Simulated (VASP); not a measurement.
Set up this calculation in VASP 6.6.1, as the native input.

```yaml
Task: single point
Functional: PBE
Potentials_or_basis: VASP PAW PBE potentials, release 64 (Sn_d, Pb_d, O)
Cutoff: 520 eV
k_mesh: 3 × 3 × 4
Occupations: gaussian, width 0.1 eV
Spin: no spin polarisation
Dipole_correction: no
Further_INCAR_settings: ALGO = Normal; EDIFF = 1e-06; NBANDS = 39
```

The structure of SnPb2O3 lies in POSCAR:

```
SnPb2O3
1.0
    5.8548143800      0.0000000000      0.0000000000
   -2.9274071900      5.0704179900      0.0000000000
    0.0000000000      0.0000000000      3.8069503900
Sn Pb O
1 2 3
Direct
    0.0000000000      0.0000000000      0.0000000000
    0.6666666700      0.3333333300      0.0000000000
    0.3333333300      0.6666666700      0.0000000000
    0.5000000000      0.0000000000      0.5000000000
    0.0000000000      0.5000000000      0.5000000000
    0.5000000000      0.5000000000      0.5000000000
```

The cell was built from a structure type or drawn by symmetry, and may not be a known phase.

One way to write it, as run:

INCAR

```
SYSTEM = SnPb2O3
PREC     = Accurate       ! precision mode
ENCUT    = 520            ! plane-wave cutoff, eV
EDIFF    = 1E-6           ! SCF threshold, eV
ISMEAR   = 0              ! smearing method
SIGMA    = 0.1            ! smearing width, eV
LREAL    = .False.        ! projectors in reciprocal space
LASPH    = .True.         ! aspherical terms in the spheres
NELM     = 80             ! most SCF steps
ALGO     = Normal         ! electronic algorithm
ISIF     = 2              ! what is computed and relaxed
LWAVE    = .False.        ! write WAVECAR
LCHARG   = .False.        ! write CHGCAR
GGA      = PE             ! functional
NBANDS   = 39             ! bands
```

KPOINTS

```
Automatic mesh
0
Gamma
  3 3 4
  0 0 0
```

Potentials or basis: VASP PAW PBE potentials, release 64 (Sn_d, Pb_d, O).

The run is started by

```sh
$ cat potpaw_PBE.64/Sn_d/POTCAR potpaw_PBE.64/Pb_d/POTCAR potpaw_PBE.64/O/POTCAR > POTCAR
$ mpirun -np 1 vasp_std > vasp.out
```

Results of the run:

| Item | Value |
| --- | --- |
| Pressure | -2.8 GPa |
| Band gap on the k mesh | zero (bands 30 and 31 overlap by 0.97 eV) |

Caveat: the k points lie up to 0.41 Å⁻¹ apart, too coarse for converged energies and pressures of a metal; spin-orbit coupling is left out, which moves the levels of the heavy elements.

Run time: 29 s on 1 thread of Intel(R) Xeon(R) 6975P-C (Granite Rapids) (shared host), peak memory 0.25 GiB.
